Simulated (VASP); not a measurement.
BeTe, 2 atoms in the cell. It takes space group I-4m2 (No. 119, tetragonal). Conventional cell: a = 3.800 Å, b = 3.800 Å, c = 5.457 Å, α = 90.00°, β = 90.00°, γ = 90.00°. Within 3.1 Å of Be (site symmetry -4m2) lie 4 Te at 2.34 Å. Within 3.1 Å of Te (site symmetry -4m2) lie 4 Be at 2.34 Å.  This cell differs from its parent crystal: strain -0.030 along x and y, -0.015 along z.

| Quantity | Value |
| --- | --- |
| Program | VASP 6.6.1 |
| Task | single point |
| Functional | PBE |
| Potentials or basis | VASP PAW PBE potentials, release 64 (Be, Te) |
| Cutoff | 520 eV |
| k mesh | 8 × 8 × 8 |
| Occupations | gaussian, width 0.05 eV |
| Spin | no spin polarisation |
| Dipole correction | no |
| Further INCAR settings | ALGO = Normal; EDIFF = 1e-07; NBANDS = 11 |

Potentials or basis: VASP PAW PBE potentials, release 64 (Be, Te).

Run with:

```console
$ cat potpaw_PBE.64/Be/POTCAR potpaw_PBE.64/Te/POTCAR > POTCAR
$ mpirun -np 1 vasp_std > vasp.out
```

Hardware: 1 thread of AMD EPYC 7R43 64-Core Processor (Zen 3) (shared host).

How long does it take, and how much memory?

Run time: 29 s on 1 thread of AMD EPYC 7R43 64-Core Processor (Zen 3), with other jobs on the host, peak memory 0.14 GiB. Counts: scf iterations 15, k points 59.
